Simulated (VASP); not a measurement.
Write the native input for VASP 6.6.1 that does the following.

```yaml
Task: relaxation of cell and atoms
Functional: LDA
Potentials_or_basis: VASP PAW LDA potentials, release 64 (Si)
Cutoff: 600 eV
k_mesh: 8 × 8 × 8
Occupations: gaussian, width 0.02 eV
Spin: no spin polarisation
Dipole_correction: no
Further_INCAR_settings: ALGO = Normal; EDIFF = 1e-06; IBRION = 2; EDIFFG = -0.005; NSW = 100; ISIF = 3
```

The structure of Si lies in POSCAR:

```
Si
1.0
    0.0000000000      2.7218511900      2.7218511900
    2.7218511900      0.0000000000      2.7218511900
    2.7218511900      2.7218511900      0.0000000000
Si
2
Direct
    0.7500000000      0.7500000000      0.7500000000
    0.5000000000      0.5000000000      0.5000000000
```

The input as run:

INCAR

```
SYSTEM = Si
ALGO     = Normal         ! electronic algorithm
EDIFF    = 1E-6           ! SCF threshold, eV
EDIFFG   = -0.005         ! ionic threshold
ENCUT    = 600            ! plane-wave cutoff, eV
GGA      = CA             ! functional
IBRION   = 2              ! ionic algorithm
ISIF     = 3              ! what is computed and relaxed
ISMEAR   = 0              ! smearing method
LASPH    = .True.         ! aspherical terms in the spheres
LCHARG   = .False.        ! write CHGCAR
LREAL    = .False.        ! projectors in reciprocal space
LWAVE    = .False.        ! write WAVECAR
NELM     = 80             ! most SCF steps
NSW      = 100            ! ionic steps
PREC     = Accurate       ! precision mode
SIGMA    = 0.02           ! smearing width, eV
```

KPOINTS

```
k-points
0
Gamma
  8 8 8
  0 0 0
```

Potentials or basis: VASP PAW LDA potentials, release 64 (Si).

Launch:

```bash
$ cat potpaw_LDA.64/Si/POTCAR > POTCAR
$ mpirun -np 1 vasp_std > vasp.out
```

It gave:

- Relaxed volume: 19.72 Å³/atom
- Relaxed cell: a = 3.821 Å, b = 3.821 Å, c = 3.821 Å, α = 60.00°, β = 60.00°, γ = 60.00°
- Space group after relaxing (to 0.05 Å): Fd-3m (No. 227)
- Energy gained by relaxing: 3.0 meV/atom
- Ionic steps: 3
- Pressure after relaxing: 0.0 GPa
- Band gap on the k mesh: 0.49 eV, indirect (least direct gap 2.53 eV)

It took 6.2 s on 1 thread of Intel(R) Xeon(R) 6975P-C (Granite Rapids), with other jobs on the host, peak memory 0.15 GiB.
